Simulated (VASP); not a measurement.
Write the native input for VASP 6.6.1 that does the following.

```yaml
Task: single point
Functional: LDA
Potentials_or_basis: VASP PAW LDA potentials, release 64 (C, H)
Cutoff: 520 eV
k_mesh: 1 × 1 × 1
Occupations: fermi-dirac, width 0.05 eV
Spin: no spin polarisation
Dipole_correction: no
Further_INCAR_settings: LREAL = Auto; ALGO = Normal; EDIFF = 1e-06; NBANDS = 58
```

The structure of H4C lies in POSCAR:

```
H4C
1.0
    7.6834750000      0.0000000000      0.0000000000
    0.0000000000      7.6834750000      0.0000000000
    0.0000000000      0.0000000000      7.6834750000
C H
8 32
Direct
    0.8922004692      0.2285294089      0.2053497929
    0.6483004109      0.8259023424      0.1467304833
    0.0842197053      0.6546777337      0.3190353323
    0.1184750390      0.9768366527      0.8755283254
    0.7340428647      0.4777135346      0.6111817895
    0.6018240445      1.0171439355      0.6958179730
    0.4344778892      0.3526529337      0.1325572088
    0.2166727945      0.2343991488      0.5370616811
    0.8732246802      0.0881241886      0.2024474603
    0.8412990216      0.2634354898      0.3324797699
    0.8128353382      0.2864719414      0.1064232004
    1.0211525384      0.2740686994      0.1852026590
    0.7977900624      0.8294163774      0.1311646098
    0.6083445316      0.8750467725      0.2765675687
    0.5857375732      0.6929937301      0.1287568450
    0.5965139471      0.9176837303      0.0465414412
    0.1957317490      0.5829133302      0.2700600965
    0.0732481071      0.6306911912      0.4511630480
   -0.0393702068      0.6141882416      0.2495485441
    0.1051217060      0.7930396077      0.3104064242
    0.0788445332      1.1027822697      0.9179049844
    0.1306830568      0.8775977016      0.9899817465
    0.2375747953      0.9850490826      0.8021370539
    0.0102297463      0.9304904356      0.7908921419
    0.7257393302      0.6208258633      0.6413113858
    0.6064964095      0.4262784743      0.6572807226
    0.8356375208      0.4156322497      0.6920436391
    0.7705107390      0.4611324954      0.4703731059
    0.5447274833      1.1113721331      0.7829790557
    0.5443500499      0.8920833347      0.7141950745
    0.7397694403      1.0196167750      0.7470057494
    0.5940541226      1.0572169494      0.5550353193
    0.5129840339      0.3851512499      0.2496396487
    0.3520932911      0.2383947368      0.1656932573
    0.5086760873      0.3145321616      0.0146548274
    0.3537592040      0.4743947237      0.0970784704
    0.3237337273      0.2011459659      0.6175981571
    0.1799446214      0.1219239992      0.4566683695
    0.2693052297      0.3324146952      0.4488984476
    0.1150260787      0.3033653393      0.6157109901
```

The input as run:

INCAR

```
SYSTEM = H4C
ALGO = Normal ; EDIFF = 1E-6
ENCUT = 520 ; GGA_COMPAT = .False.
ISIF = 2 ; ISMEAR = -1
LASPH = .True. ; LCHARG = .True.
LELF = .True. ; LREAL = Auto
LVHAR = .True. ; LWAVE = .False.
NBANDS = 58 ; NELM = 120
PREC = Accurate ; SIGMA = 0.05
```

KPOINTS

```
k-points
0
Gamma
  1 1 1
  0 0 0
```

Potentials or basis: VASP PAW LDA potentials, release 64 (C, H).

The run is started by

```sh
$ cat potpaw_LDA.64/C/POTCAR potpaw_LDA.64/H/POTCAR > POTCAR
$ mpirun -np 1 vasp_gam > vasp.out
```

It gave:

* Pressure: -0.6 GPa
* Largest force: 2.562 eV/Å
* Band gap on the k mesh: 6.68 eV

Caveat: the k points lie up to 0.82 Å⁻¹ apart.

It took 2.4 min on 1 thread of Intel Xeon 8259CL (shared host), peak memory 0.34 GiB.
